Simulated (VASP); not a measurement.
# HOs2 (R-3m) in VASP: notebook, part 2 of 2

VASP 6.6.1. Earlier steps stand in the parts before.

## Step 3: Relaxation of cell and atoms, PBE

This run uses another cell than the first one, of 11.27 Å³/atom, 1.092 times its volume.

The input, INCAR:

```
SYSTEM = HOs2
  PREC = Accurate
  ENCUT = 600
  EDIFF = 1E-6
  ISMEAR = 0
  SIGMA = 0.1
  LREAL = .False.
  LASPH = .True.
  NELM = 80
  ALGO = Normal
  ISIF = 3
  LWAVE = .False.
  LCHARG = .False.
  GGA = PE
  IBRION = 2
  NSW = 90
  EDIFFG = -0.04
```

The input, KPOINTS:

```
regular mesh
0
Gamma
  6 6 6
  0 0 0
```

The input, POSCAR:

```
HOs2
1.0
    1.4786217191      0.8536826475      4.4658158420
   -1.4786217191      0.8536826475      4.4658158420
    0.0000000000     -1.7073652951      4.4658158420
H Os
1 2
Direct
    0.0000000000      0.0000000000      0.0000000000
    0.7500000000      0.7500000000      0.7500000000
    0.2500000000      0.2500000000      0.2500000000
```

Potentials or basis: VASP PAW PBE potentials, release 64 (H, Os).

Command:

```bash
$ cat potpaw_PBE.64/H/POTCAR potpaw_PBE.64/Os/POTCAR > POTCAR
$ mpirun -np 1 vasp_std > vasp.out
```

OUTCAR:

```text
SYSTEM = HOs2
   PREC = Accurate
   ENCUT = 600
   EDIFF = 1E-6
   ISMEAR = 0
   LREAL = .False.
   LASPH = .True.
   NELM = 80
   ISIF = 3
   GGA = PE
   IBRION = 2
   NSW = 90
   EDIFFG = -0.04

 ion  position               nearest neighbor table
   1  0.000  0.000  0.000-   2 2.04   3 2.04   2 2.04   2 2.04   3 2.04   3 2.04
   2  0.750  0.750  0.750-   1 2.04   1 2.04   1 2.04   3 2.81   3 2.81   3 2.81   3 2.81   3 2.81
                             3 2.81
   3  0.250  0.250  0.250-   1 2.04   1 2.04   1 2.04   2 2.81   2 2.81   2 2.81   2 2.81   2 2.81
                             2 2.81

  LATTYP: Found a trigonal (rhomboedric) cell.
 ALAT       =     4.7810675989
 COS(alpha) =     0.8087090651

  Lattice vectors:

 A1 = (   1.4786217191,   0.8536826475,   4.4658158420)
 A2 = (  -1.4786217191,   0.8536826475,   4.4658158420)
 A3 = (   0.0000000000,  -1.7073652951,   4.4658158420)

Analysis of symmetry for initial positions (statically):
=====================================================================
 Subroutine PRICEL returns:
 Original cell was already a primitive cell.

 Routine SETGRP: Setting up the symmetry group for a
 trigonal (rhombohedral) supercell.

 Subroutine GETGRP returns: Found 12 space group operations
 (whereof 12 operations were pure point group operations)
 out of a pool of 12 trial point group operations.

The static configuration has the point symmetry D_3d.

Analysis of symmetry for dynamics (positions and initial velocities):
=====================================================================
 Subroutine PRICEL returns:
 Original cell was already a primitive cell.

 Routine SETGRP: Setting up the symmetry group for a
 trigonal (rhombohedral) supercell.

 Subroutine GETGRP returns: Found 12 space group operations
 (whereof 12 operations were pure point group operations)
 out of a pool of 12 trial point group operations.

The dynamic configuration has the point symmetry D_3d.

 Subroutine INISYM returns: Found 12 space group operations
 (whereof 12 operations are pure point group operations),
 and found     1 'primitive' translations

----------------------------------------------------------------------------------------

                                     Primitive cell

  volume of cell :      33.8225

  direct lattice vectors                    reciprocal lattice vectors
     1.478621719  0.853682648  4.465815842     0.338152750  0.195232581  0.074641084
    -1.478621719  0.853682648  4.465815842    -0.338152750  0.195232581  0.074641084
     0.000000000 -1.707365295  4.465815842     0.000000000 -0.390465162  0.074641084

  length of vectors
     4.781067599  4.781067599  4.781067599     0.397535324  0.397535324  0.397535324

  position of ions in fractional coordinates (direct lattice)
     0.000000000  0.000000000  0.000000000
     0.750000000  0.750000000  0.750000000
     0.250000000  0.250000000  0.250000000

  ion indices of the primitive-cell ions
   primitive index   ion index
                 1           1
                 2           2
                 3           3

----------------------------------------------------------------------------------------

 KPOINTS: regular mesh

Automatic generation of k-mesh.
[... 50 lines left out ...]
   total plane-waves  NPLWV =  64000
   dimension x,y,z NGX =    40 NGY =   40 NGZ =   40
   dimension x,y,z NGXF=    80 NGYF=   80 NGZF=   80
   ions per type =               1   2
   NGX,Y,Z   is equivalent  to a cutoff of  13.91, 13.91, 13.91 a.u.
   NGXF,Y,Z  is equivalent  to a cutoff of  27.82, 27.82, 27.82 a.u.
 SYSTEM =  HOs2
   PREC   = accura    normal or accurate (medium, high low for compatibility)
   ISTART =      0    job   : 0-new  1-cont  2-samecut
   ICHARG =      2    charge: 1-file 2-atom 10-const
   ISPIN  =      1    spin polarized calculation?
   LNONCOLLINEAR =      F non collinear calculations
   LSORBIT =      F    spin-orbit coupling
   LASPH  =      T    aspherical Exc in radial PAW
   ENCUT  =  600.0 eV  44.10 Ry    6.64 a.u.   9.55  9.55  9.55*2*pi/ulx,y,z
   NELM   =     80;   NELMIN=  2; NELMDL= -5     # of ELM steps
   EDIFF  = 0.1E-05   stopping-criterion for ELM
   LREAL  =      F    real-space projection
   EDIFFG = -.4E-01   stopping-criterion for IOM
   NSW    =     90    number of steps for IOM
   IBRION =      2    ionic relax: 0-MD 1-quasi-New 2-CG
   NFREE  =      1    steps in history (QN), initial steepest desc. (CG)
   ISIF   =      3    stress and relaxation
   ISYM   =      2    0-nonsym 1-usesym 2-fastsym
   POTIM  = 0.5000    time-step for ionic-motion
   TEBEG  =    0.0;   TEEND  =   0.0 temperature during run
   PSTRESS=    0.0 pullay stress
   NELECT =      17.0000    total number of electrons
   NUPDOWN=      -1.0000    fix difference up-down
   EMIN   =  10.00;   EMAX   =-10.00  energy-range for DOS
   EFERMI =   0.00;   METHOD = LEGACY
   ISMEAR =     0;   SIGMA  =   0.10  broadening in eV -4-tet -1-fermi 0-gaus
   EFERMI_NEDOS =   21; number of points for ismear=-14 and -15
   IALGO  =     38    algorithm
   IMIX   =      4    mixing-type and parameters
     AMIX     =   0.40;   BMIX     =  1.00
     AMIX_MAG =   1.60;   BMIX_MAG =  1.00
  volume/ion in A,a.u.               =      11.27        76.08
  Fermi-wavevector in a.u.,A,eV,Ry     =   1.301635  2.459734 23.051727  1.694254
  Thomas-Fermi vector in A             =   2.432756
   LORBIT       =      0    0 simple, 1 ext, 2 COOP (PROOUT), +10 PAW based schemes
   GGA     = PE    functional components
   LHFCALC =     F    Hartree Fock is set to
   AEXX    =    0.0000 exact exchange contribution
   IVDW    =     0    specifies the selected vdW correction
   LEPSILON=     F    determine dielectric tensor
   LRPA    =     F    only Hartree local field effects (RPA)
 conjugate gradient relaxation of ions
 non-spin polarized calculation
 Gauss-broadening in eV      SIGMA  =   0.10
  energy-cutoff  :      600.00
  volume of cell :       33.82
 maximum number of plane-waves:      1148
 NGX is ok and might be reduce to    40
   NGX = 19   NGY = 19   NGZ = 19

--------------------------------------- Ionic step        1  -------------------------------------------

 number of electron      17.0000001 magnetization

 Free energy of the ion-electron system (eV)
  ---------------------------------------------------
  ext. energy  EPLUGINS =         0.00000000
  ---------------------------------------------------
  free energy    TOTEN  =       -24.33279398 eV

  energy without entropy =      -24.31637899  energy(sigma->0) =      -24.32458648

------------------------ aborting loop because EDIFF is reached ----------------------------------------

  FORCE on cell =-STRESS in cart. coord.  units (eV):
  Direction    XX          YY          ZZ          XY          YZ          ZX
  --------------------------------------------------------------------------------------
  -------------------------------------------------------------------------------------
  Total       -6.4863030     -6.4863030     -2.1199375      0.0000000      0.0000000      0.0000000
  in kB     -307.2573090   -307.2573090   -100.4218080      0.0000000      0.0000000      0.0000000
  external PRESSURE =    -238.3121420 kB  Pullay stress =       0.0000000 kB
[... 24 lines left out ...]
--------------------------------------- Ionic step        2  -------------------------------------------

 number of electron      17.0000000 magnetization

 E-fermi :  11.5951     XC(G=0): -14.7218

 val. band max:       11.5936536197   @ k =  -0.1667   0.1667   0.1667
 cond. band min:      11.6260282601   @ k =  -0.3333   0.3333   0.3333
 fundamental gap:      0.0323746403
 Fermi energy:        11.5951341672

 k-point     1 :       0.0000    0.0000    0.0000
  band No.  band energies     occupation
      1      -2.6797      2.00000
      2       2.3590      2.00000
      3       7.2363      2.00000
      4       7.2363      2.00000
      5       7.2687      2.00000
      6       7.6151      2.00000
      7       7.6151      2.00000
      8       8.2746      2.00000
      9      11.0371      2.00000
     10      11.0371      2.00000
     11      13.8470      0.00000
     12      13.8470      0.00000
[... 603 lines left out ...]
--------------------------------------- Ionic step        9  -------------------------------------------

 number of electron      17.0000001 magnetization

 Free energy of the ion-electron system (eV)
  ---------------------------------------------------
  ext. energy  EPLUGINS =         0.00000000
  ---------------------------------------------------
  free energy    TOTEN  =       -24.81690685 eV

  energy without entropy =      -24.80123089  energy(sigma->0) =      -24.80906887

 E-fermi :   8.9476     XC(G=0): -13.7514

 val. band max:        8.9321242284   @ k =  -0.3333   0.3333   0.3333
 cond. band min:       8.9524179499   @ k =  -0.3333   0.1667   0.1667
 fundamental gap:      0.0202937215
 Fermi energy:         8.9475772241

 k-point     1 :       0.0000    0.0000    0.0000
  band No.  band energies     occupation
      1      -3.3983      2.00000
      2       1.3449      2.00000
      3       4.9807      2.00000
      4       5.5853      2.00000
      5       5.5853      2.00000
      6       5.8530      2.00000
      7       5.8530      2.00000
      8       6.3879      2.00000
      9       8.4963      2.00000
     10       8.4963      2.00000
     11      10.6404      0.00000
     12      10.6404      0.00000
[... 375 lines left out ...]
  FREE ENERGIE OF THE ION-ELECTRON SYSTEM (eV)
  ---------------------------------------------------
  free  energy   TOTEN  =       -24.8169068453 eV

  energy  without entropy=      -24.8012308916  energy(sigma->0) =      -24.80906887

 reached required accuracy - stopping structural energy minimisation
```

Run time: 13 min. Hardware: 1 thread of AMD EPYC 7R13 (Zen 3), shared host; peak memory 0.23 GiB.

What came out:

```
Free energy                            : -24.8169 eV
Relaxed volume                         : 10.34 Å³/atom
Relaxed cell                           : a = 4.877 Å, b = 4.877 Å, c = 4.877 Å, α = 33.23°, β = 33.23°, γ = 33.23°
Space group after relaxing (to 0.05 Å) : R-3m (No. 166)
Energy gained by relaxing              : 161.4 meV/atom
Ionic steps                            : 9
Pressure after relaxing                : 0.1 GPa
```

Forces on the atoms (eV/Å):
```
H    0.000  0.000  0.000
Os   0.000  0.000  0.002
Os   0.000  0.000 -0.002
```

Step by step:
```csv
step,energy change (eV),largest force (eV/Å),pressure (GPa),volume (Å³)
1,0.0000,1.0001,-23.83,33.82
2,0.6605,0.3334,89.32,26.21
3,-0.3391,1.1303,4.09,30.67
4,-0.3400,1.1291,5.52,30.55
5,-0.4766,0.1473,4.64,30.61
6,-0.4766,0.1326,4.68,30.61
7,-0.4630,0.1683,-8.42,31.79
8,-0.4832,0.1417,-0.35,31.03
9,-0.4841,0.0022,0.08,31.02
```

Final structure:
```yaml
crystal:
  lattice:
    - [1.39468, 0.80522, 4.60333]
    - [-1.39468, 0.80522, 4.60333]
    - [0.00000, -1.61043, 4.60333]
  atoms:
    - { symbol: H, position: [0.00000, 0.00000, 0.00000] }
    - { symbol: Os, position: [0.75629, 0.75629, 0.75629] }
    - { symbol: Os, position: [0.24371, 0.24371, 0.24371] }
```

Levels at points of the mesh, in eV from the Fermi level:
```
           k point  band 6  band 7  band 8  band 9  band 10  band 11  band 12
(0.00, 0.00, 0.00)   -3.09   -3.09   -2.56   -0.45    -0.45     1.69     1.69
(0.50, 0.00, 0.00)   -2.82   -1.83   -0.90    1.81     2.01     3.50     3.64
(0.50, 0.50, 0.00)   -3.09    0.90    1.57    1.70     1.85     2.23     2.37
(0.50, 0.50, 0.50)   -2.83   -2.71   -2.71   -0.65    -0.65     0.19     0.19
```

Caveat: the k points lie up to 0.44 Å⁻¹ apart in the final cell; spin-orbit coupling is left out, which moves the levels of the heavy elements.
